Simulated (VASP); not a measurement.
# PbO (Pbcm) in VASP: a series of runs

The runs below take PbO through single point, with PBE+D3(BJ), PBE.

Program: VASP 6.6.1. These are calculated values, not measurements. Logs are shortened: lines on timing, memory, paths and dates and some standing lists are left out, and cuts for length are marked.

## Step 1: The cell of the first run

The structure is orthorhombic, space group Pbcm (No. 57). Conventional cell: a = 5.886 Å, b = 5.544 Å, c = 4.793 Å, α = 90.00°, β = 90.00°, γ = 90.00°. Within 3.0 Å of Pb (site symmetry m) lie 4 O at 2.26 to 2.49 Å. O (site symmetry m) has 4 Pb at 2.26 to 2.49 Å and 4 O at 2.99 to 3.07 Å within 3.1 Å.

## Step 2: Single point, PBE+D3(BJ)

Input file INCAR:

```
SYSTEM = PbO
ALGO = Normal ; EDIFF = 1E-7
ENCUT = 520 ; GGA = PE
ISIF = 2 ; ISMEAR = -1
IVDW = 12 ; LASPH = .TRUE.
LCHARG = .TRUE. ; LELF = .TRUE.
LREAL = .FALSE. ; LVHAR = .TRUE.
LWAVE = .FALSE. ; NBANDS = 50
NELM = 60 ; PREC = Accurate
SIGMA = 0.02
```

Input file KPOINTS:

```
k-points
0
G
  4 4 4
  0 0 0
```

Input file POSCAR:

```
PbO
1.0
    5.5435861024      0.0000000000      0.0000000000
    0.0000000000      5.8859017546      0.0000000000
    0.0000000000      0.0000000000      4.7926789491
Pb O
4 4
Direct
    0.4891448927      0.2681994326      0.8097641385
    0.9891448927      0.7318005674      0.8097641385
    0.5108551073      0.7318005674      0.3097641385
    0.0108551073      0.2681994326      0.3097641385
    0.0884876371      0.3594921566      0.8097698615
    0.5884876371      0.6405078434      0.8097698615
    0.4115123629      0.3594921566      0.3097698615
    0.9115123629      0.6405078434      0.3097698615
```

Potentials or basis: VASP PAW PBE potentials, release 64 (Pb_d, O).

Started as:

```sh
cat potpaw_PBE.64/Pb_d/POTCAR potpaw_PBE.64/O/POTCAR > POTCAR
mpirun -np 1 vasp_std > vasp.out
```

OUTCAR:

```text
SYSTEM = PbO
   EDIFF = 1E-7
   ENCUT = 520
   GGA = PE
   ISIF = 2
   ISMEAR = -1
   IVDW = 12
   LASPH = .TRUE.
   LREAL = .FALSE.
   NELM = 60
   PREC = Accurate
 IVDW          = 12

 ion  position               nearest neighbor table
   1  0.489  0.268  0.810-   6 2.26   5 2.29   7 2.49   7 2.49   4 3.57   4 3.57   3 3.63   3 3.63
                             4 3.76   4 3.76   2 3.89   2 3.89   3 3.97   3 3.97
   2  0.989  0.732  0.810-   5 2.26   6 2.29   8 2.49   8 2.49   3 3.57   3 3.57   4 3.63   4 3.63
                             3 3.76   3 3.76   1 3.89   1 3.89   4 3.97   4 3.97
   3  0.511  0.732  0.310-   7 2.26   8 2.29   6 2.49   6 2.49   2 3.57   2 3.57   1 3.63   1 3.63
                             2 3.76   2 3.76   4 3.89   4 3.89   1 3.97   1 3.97
   4  0.011  0.268  0.310-   8 2.26   7 2.29   5 2.49   5 2.49   1 3.57   1 3.57   2 3.63   2 3.63
                             1 3.76   1 3.76   3 3.89   3 3.89   2 3.97   2 3.97
   5  0.088  0.359  0.810-   2 2.26   1 2.29   4 2.49   4 2.49
   6  0.588  0.641  0.810-   1 2.26   2 2.29   3 2.49   3 2.49
   7  0.412  0.359  0.310-   3 2.26   4 2.29   1 2.49   1 2.49
   8  0.912  0.641  0.310-   4 2.26   3 2.29   2 2.49   2 2.49

  LATTYP: Found a simple orthorhombic cell.
 ALAT       =     4.7926789491
 B/A-ratio  =     1.1566779585
 C/A-ratio  =     1.2281026576

  Lattice vectors:

 A1 = (   0.0000000000,   0.0000000000,   4.7926789491)
 A2 = (   5.5435861024,   0.0000000000,   0.0000000000)
 A3 = (   0.0000000000,   5.8859017546,   0.0000000000)

Analysis of symmetry for initial positions (statically):
=====================================================================
 Subroutine PRICEL returns:
 Original cell was already a primitive cell.

 Routine SETGRP: Setting up the symmetry group for a
 simple orthorhombic supercell.

 Subroutine GETGRP returns: Found  4 space group operations
 (whereof  1 operations were pure point group operations)
 out of a pool of  8 trial point group operations.

The static configuration has the point symmetry C_1 .
 The point group associated with its full space group is C_2v.

Analysis of symmetry for dynamics (positions and initial velocities):
=====================================================================
 Subroutine PRICEL returns:
 Original cell was already a primitive cell.

 Routine SETGRP: Setting up the symmetry group for a
 simple orthorhombic supercell.

 Subroutine GETGRP returns: Found  4 space group operations
 (whereof  1 operations were pure point group operations)
 out of a pool of  8 trial point group operations.

The dynamic configuration has the point symmetry C_1 .
 The point group associated with its full space group is C_2v.

 Subroutine INISYM returns: Found  4 space group operations
 (whereof  1 operations are pure point group operations),
 and found     1 'primitive' translations

----------------------------------------------------------------------------------------

                                     Primitive cell

  volume of cell :     156.3803

  direct lattice vectors                    reciprocal lattice vectors
     5.543586102  0.000000000  0.000000000     0.180388648  0.000000000  0.000000000
     0.000000000  5.885901755  0.000000000     0.000000000  0.169897501  0.000000000
     0.000000000  0.000000000  4.792678949     0.000000000  0.000000000  0.208651573

  length of vectors
     5.543586102  5.885901755  4.792678949     0.180388648  0.169897501  0.208651573

  position of ions in fractional coordinates (direct lattice)
     0.489144893  0.268199433  0.809764139
     0.989144893  0.731800567  0.809764139
     0.510855107  0.731800567  0.309764139
     0.010855107  0.268199433  0.309764139
     0.088487637  0.359492157  0.809769862
     0.588487637  0.640507843  0.809769862
     0.411512363  0.359492157  0.309769862
     0.911512363  0.640507843  0.309769862

  ion indices of the primitive-cell ions
   primitive index   ion index
                 1           1
                 2           2
                 3           3
                 4           4
                 5           5
                 6           6
                 7           7
                 8           8

----------------------------------------------------------------------------------------

 KPOINTS: k-points

Automatic generation of k-mesh.
 Grid dimensions read from file:
 generate k-points for:    4    4    4

 Generating k-lattice:

  Cartesian coordinates                     Fractional coordinates (reciprocal lattice)
     0.045097162  0.000000000  0.000000000     0.250000000  0.000000000  0.000000000
     0.000000000  0.042474375  0.000000000     0.000000000  0.250000000  0.000000000
     0.000000000  0.000000000  0.052162893     0.000000000  0.000000000  0.250000000

  Length of vectors
     0.045097162  0.042474375  0.052162893

  Shift w.r.t. Gamma in fractional coordinates (k-lattice)
     0.000000000  0.000000000  0.000000000

 Subroutine IBZKPT returns following result:
 ===========================================

 Found     27 irreducible k-points:

 Following reciprocal coordinates:
            Coordinates               Weight
  0.000000  0.000000  0.000000      1.000000
  0.250000  0.000000  0.000000      2.000000
  0.500000  0.000000  0.000000      1.000000
  0.000000  0.250000  0.000000      2.000000
  0.250000  0.250000  0.000000      4.000000
  0.500000  0.250000  0.000000      2.000000
[... 16 lines left out ...]
  0.250000  0.250000  0.500000      4.000000
  0.500000  0.250000  0.500000      2.000000
 [... further k-points ...]
   k-points           NKPTS =     27   k-points in BZ     NKDIM =     27   number of bands    NBANDS=     50
   number of dos      NEDOS =    301   number of ions     NIONS =      8
   total plane-waves  NPLWV =  72576
   dimension x,y,z NGX =    42 NGY =   48 NGZ =   36
   dimension x,y,z NGXF=    84 NGYF=   96 NGZF=   72
   ions per type =               4   4
   NGX,Y,Z   is equivalent  to a cutoff of  12.60, 13.56, 12.49 a.u.
   NGXF,Y,Z  is equivalent  to a cutoff of  25.19, 27.11, 24.97 a.u.
 SYSTEM =  PbO
   PREC   = accura    normal or accurate (medium, high low for compatibility)
   ISTART =      0    job   : 0-new  1-cont  2-samecut
   ICHARG =      2    charge: 1-file 2-atom 10-const
   ISPIN  =      1    spin polarized calculation?
   LNONCOLLINEAR =      F non collinear calculations
   LSORBIT =      F    spin-orbit coupling
   LASPH  =      T    aspherical Exc in radial PAW
   ENCUT  =  520.0 eV  38.22 Ry    6.18 a.u.  10.31 10.94  8.91*2*pi/ulx,y,z
   NELM   =     60;   NELMIN=  2; NELMDL= -5     # of ELM steps
   EDIFF  = 0.1E-06   stopping-criterion for ELM
   LREAL  =      F    real-space projection
   EDIFFG = 0.1E-05   stopping-criterion for IOM
   NSW    =      0    number of steps for IOM
   IBRION =     -1    ionic relax: 0-MD 1-quasi-New 2-CG
   NFREE  =      0    steps in history (QN), initial steepest desc. (CG)
   ISIF   =      2    stress and relaxation
   ISYM   =      2    0-nonsym 1-usesym 2-fastsym
   POTIM  = 0.5000    time-step for ionic-motion
   TEBEG  =    0.0;   TEEND  =   0.0 temperature during run
   PSTRESS=    0.0 pullay stress
   NELECT =      80.0000    total number of electrons
   NUPDOWN=      -1.0000    fix difference up-down
   EMIN   =  10.00;   EMAX   =-10.00  energy-range for DOS
   EFERMI =   0.00;   METHOD = LEGACY
   ISMEAR =    -1;   SIGMA  =   0.02  broadening in eV -4-tet -1-fermi 0-gaus
   EFERMI_NEDOS =   21; number of points for ismear=-14 and -15
   IALGO  =     38    algorithm
   IMIX   =      4    mixing-type and parameters
     AMIX     =   0.40;   BMIX     =  1.00
     AMIX_MAG =   1.60;   BMIX_MAG =  1.00
  volume/ion in A,a.u.               =      19.55       131.91
  Fermi-wavevector in a.u.,A,eV,Ry     =   1.309315  2.474246 23.324543  1.714306
  Thomas-Fermi vector in A             =   2.439922
   LORBIT       =      0    0 simple, 1 ext, 2 COOP (PROOUT), +10 PAW based schemes
   GGA     = PE    functional components
   LHFCALC =     F    Hartree Fock is set to
   AEXX    =    0.0000 exact exchange contribution
   IVDW    =    12    specifies the selected vdW correction
   LEPSILON=     F    determine dielectric tensor
   LRPA    =     F    only Hartree local field effects (RPA)
 non-spin polarized calculation
  energy-cutoff  :      520.00
  volume of cell :      156.38
 maximum number of plane-waves:      4238
 NGX is ok and might be reduce to    42
   NGX = 21   NGY = 21   NGZ = 17

 number of electron      80.0000019 magnetization

 Free energy of the ion-electron system (eV)
  ---------------------------------------------------
  ext. energy  EPLUGINS =         0.00000000
  ---------------------------------------------------
  free energy    TOTEN  =       -42.80036180 eV

  energy without entropy =      -42.80036180  energy(sigma->0) =      -42.80036180

 E-fermi :   5.1202     XC(G=0):  -9.9967

 val. band max:        4.6320401269   @ k =   0.0000   0.5000   0.0000
 cond. band min:       6.9798891744   @ k =   0.5000   0.5000   0.2500
 fundamental gap:      2.3478490475
 Fermi energy:         5.1201674136

 k-point     1 :       0.0000    0.0000    0.0000
  band No.  band energies     occupation
      1     -12.8039      2.00000
      2     -12.7522      2.00000
      3     -12.6650      2.00000
      4     -12.5823      2.00000
      5     -10.8797      2.00000
      6     -10.8284      2.00000
[... 42 lines left out ...]
     49      12.2744      0.00000
     50      12.6062      0.00000

 k-point     2 :       0.2500    0.0000    0.0000
  band No.  band energies     occupation
      1     -12.7722      2.00000
      2     -12.7408      2.00000
      3     -12.6296      2.00000
      4     -12.5714      2.00000
      5     -10.8437      2.00000
      6     -10.8148      2.00000
[... 1158 lines left out ...]
 k-point    24 :       0.5000    0.2500    0.5000
  band No.  band energies     occupation
      1     -12.5033      2.00000
      2     -12.5033      2.00000
      3     -12.5033      2.00000
      4     -12.5033      2.00000
      5     -10.7897      2.00000
      6     -10.7897      2.00000
[... 42 lines left out ...]
     49      12.0909      0.00000
     50      12.0909      0.00000

 [... further k-points ...]

------------------------ aborting loop because EDIFF is reached ----------------------------------------

 Edisp (eV)   -1.95292

 E8    (eV) :    -0.8961

  FORCE on cell =-STRESS in cart. coord.  units (eV):
  Direction    XX          YY          ZZ          XY          YZ          ZX
  --------------------------------------------------------------------------------------
  -------------------------------------------------------------------------------------
  Total       0.02676     0.08143    -0.02219     0.00000     0.00000     0.00000
  in kB       0.27421     0.83431    -0.22739     0.00000     0.00000     0.00000
  external pressure =        0.29 kB  Pullay stress =        0.00 kB

 VOLUME and BASIS-vectors are now :
 -----------------------------------------------------------------------------
  energy-cutoff  :      520.00
  volume of cell :      156.38
      direct lattice vectors                 reciprocal lattice vectors
     5.543586102  0.000000000  0.000000000     0.180388648  0.000000000  0.000000000
     0.000000000  5.885901755  0.000000000     0.000000000  0.169897501  0.000000000
     0.000000000  0.000000000  4.792678949     0.000000000  0.000000000  0.208651573

 POSITION                                       TOTAL-FORCE (eV/Angst)
 -----------------------------------------------------------------------------------
      2.71162      1.57860      3.88094         0.018440     -0.037735     -0.000271
      5.48341      4.30731      3.88094         0.018440      0.037735     -0.000271
      2.83197      4.30731      1.48460        -0.018440      0.037735     -0.000271
      0.06018      1.57860      1.48460        -0.018440     -0.037735     -0.000271
      0.49054      2.11594      3.88097        -0.009404     -0.012594      0.000271
      3.26233      3.76997      3.88097        -0.009404      0.012594      0.000271
      2.28125      2.11594      1.48463         0.009404     -0.012594      0.000271
      5.05305      3.76997      1.48463         0.009404      0.012594      0.000271
 -----------------------------------------------------------------------------------
    total drift:                                0.000000      0.000000      0.000156

  FREE ENERGIE OF THE ION-ELECTRON SYSTEM (eV)
  ---------------------------------------------------
  free  energy   TOTEN  =       -44.7532826651 eV

  energy  without entropy=      -44.7532826651  energy(sigma->0) =      -44.75328267
```

Wall time 2.6 min (1 thread of Intel Xeon 6975P-C (Granite Rapids), shared host); peak memory 0.33 GiB.

What came out:

```yaml
Free_energy: -44.7533 eV
Pressure: 0.0 GPa
Largest_force: 0.042 eV/Å
Band_gap_on_the_k_mesh: 2.35 eV (least direct gap 2.58 eV)
Dispersion_energy_per_atom: -0.244 eV
```

Forces on the atoms (eV/Å):
```
Pb   0.018 -0.038  0.000
Pb   0.018  0.038  0.000
Pb  -0.018  0.038  0.000
Pb  -0.018 -0.038  0.000
O   -0.009 -0.013  0.000
O   -0.009  0.013  0.000
O    0.009 -0.013  0.000
O    0.009  0.013  0.000
```

Caveat: spin-orbit coupling is left out, which moves the levels of the heavy elements.

## Step 3: Single point, PBE

This run uses another cell than the first one, of 19.21 Å³/atom.

Input file INCAR:

```
ALGO = Normal
EDIFF = 1E-6
ENCUT = 520
GGA = PE
ISIF = 2
ISMEAR = -1
LASPH = True
LCHARG = True
LELF = True
LREAL = False
LVHAR = True
LWAVE = False
NBANDS = 50
NELM = 60
PREC = Accurate
SIGMA = 0.02
```

Input file KPOINTS:

```
k-points
0
Gamma
  6 4 6
```

Input file POSCAR:

```
PbO
1.0
    5.5069411862      0.0000000000      0.0000000000
    0.0000000000      5.9304934304      0.0000000000
    0.0000000000      0.0000000000      4.7066352782
Pb O
4 4
Direct
    0.4891065247      0.2702165387      0.8097670000
    0.9891065247      0.7297834613      0.8097670000
    0.5108934753      0.7297834613      0.3097670000
    0.0108934753      0.2702165387      0.3097670000
    0.0928249321      0.3670291227      0.8097670000
    0.5928249321      0.6329708773      0.8097670000
    0.4071750679      0.3670291227      0.3097670000
    0.9071750679      0.6329708773      0.3097670000
```

Potentials or basis: VASP PAW PBE potentials, release 64 (Pb_d, O).

Started as:

```sh
cat potpaw_PBE.64/Pb_d/POTCAR potpaw_PBE.64/O/POTCAR > POTCAR
mpirun -np 1 vasp_std > vasp.out
```

It took 3.5 min on 1 thread of Intel Xeon 6975P-C (Granite Rapids), shared host; peak memory 0.41 GiB.

Results (log left out):

```
Free energy            : -42.7011 eV
Pressure               : 4.7 GPa
Largest force          : 0.432 eV/Å
Band gap on the k mesh : 2.14 eV (least direct gap 2.42 eV)
```

Forces in eV/Å, atoms in the order of the input:
```
Pb   0.182 -0.392  0.000
Pb   0.182  0.392  0.000
Pb  -0.182  0.392  0.000
Pb  -0.182 -0.392  0.000
O   -0.116 -0.201  0.000
O   -0.116  0.201  0.000
O    0.116 -0.201  0.000
O    0.116  0.201  0.000
```

Stress tensor (GPa, compression positive):
```
4.88 0.00 0.00
0.00 4.60 0.00
0.00 0.00 4.62
```

Levels at points of the mesh, in eV from the valence-band top:
```tsv
k point	band 38	band 39	band 40	band 41	band 42	band 43
(0.00, 0.00, 0.00)	-1.21	-0.31	-0.01	3.33	3.85	4.63
(0.50, 0.00, 0.00)	-0.95	-0.18	-0.18	4.10	4.10	4.91
(0.00, 0.50, 0.00)	-0.64	-0.53	0.00	2.78	3.14	3.76
(0.50, 0.50, 0.00)	-0.64	-0.51	-0.51	3.14	3.14	4.16
(0.00, 0.00, 0.50)	-0.81	-0.26	-0.26	4.12	4.12	4.90
(0.50, 0.00, 0.50)	-0.78	-0.78	-0.78	3.44	3.44	3.44
(0.00, 0.50, 0.50)	-0.51	-0.41	-0.41	3.21	3.21	3.68
(0.50, 0.50, 0.50)	-0.56	-0.56	-0.56	2.52	2.52	2.52
```

Caveat: the cell stands under pressure; spin-orbit coupling is left out, which moves the levels of the heavy elements. A k mesh can miss the band edges.
